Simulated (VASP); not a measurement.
**AlGa2: single point with PBE**

The system is AlGa2.

```
Al Ga
1.0
     0.00000    3.11622    3.11622
     3.11622    0.00000    3.11622
     3.11622    3.11622    0.00000
Al Ga
1 2
Direct
  0.00000 0.00000 0.00000
  0.25000 0.25000 0.25000
  0.75000 0.75000 0.75000
```

The cell was built from a structure type or drawn by symmetry, and may not be a known phase.

- Program: VASP 6.6.1
- Task: single point
- Functional: PBE
- Potentials or basis: VASP PAW PBE potentials, release 64 (Al, Ga_d)
- Cutoff: 520 eV
- k mesh: 6 × 6 × 6
- Occupations: gaussian, width 0.1 eV
- Spin: no spin polarisation
- Dipole correction: no
- Further INCAR settings: ALGO = Normal; EDIFF = 1e-06; NBANDS = 22

```yaml
Pressure: 0.2 GPa
Band_gap_on_the_k_mesh: zero (an odd number of electrons rules out a gap without spin polarisation)
```

Levels at points of the mesh, in eV from the Fermi level:
| k point | band 13 | band 14 | band 15 | band 16 | band 17 | band 18 |
| --- | --- | --- | --- | --- | --- | --- |
| (0.00, 0.00, 0.00) | 0.32 | 0.32 | 0.32 | 1.60 | 1.60 | 1.60 |
| (0.50, 0.00, 0.00) | -0.56 | -0.44 | -0.44 | 1.14 | 1.14 | 2.57 |
| (0.50, 0.50, 0.00) | -3.99 | -2.65 | -2.65 | 0.87 | 6.55 | 6.55 |

It took 44 s on 1 thread of AMD EPYC 7R43 64-Core Processor (Zen 3) (shared host), peak memory 0.16 GiB.
